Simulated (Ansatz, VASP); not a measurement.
**SiP5 in VASP and in Ansatz**

```
Si P
1.0
     0.00000    3.59842    3.59842
     3.59842    0.00000    3.59842
     3.59842    3.59842    0.00000
Si P
1 5
Cartesian
  0.0000 0.0000 0.0000
  2.7508 4.4460 4.4460
  5.3976 5.3976 5.3976
  4.4460 4.4460 2.7508
  4.4460 2.7508 4.4460
  2.7508 2.7508 2.7508
```

Change from the starting cell: species swapped into the Be5Au type (F-43m, No. 216).

Alike in both runs: functional PBE; k mesh 10 × 10 × 10; occupations gaussian, width 0.1 eV; no spin polarisation.

Ansatz relaxed the structure, and its values are those at the end. VASP's run is a single point on that final structure, the one shown.

|  | VASP | Ansatz |
| --- | --- | --- |
| version | VASP 6.6.1 | Ansatz 0.2.0 |
| potentials or method | VASP PAW PBE potentials, release 64 (Si, P), cutoff 520 eV | scalar-relativistic, plane waves, PAW |
| valence electrons in the cell | 29 | 29 |

```tsv
	VASP	Ansatz	Ansatz less VASP
gap on the k mesh at the Fermi level (eV)	none	none	-
pressure (GPa)	-0.2	0.0	+0.17
rms of the force components (eV/Å)	0.024	0.000	-0.0238
```

A gap of «none» marks a metal or a gap that the smearing closes.
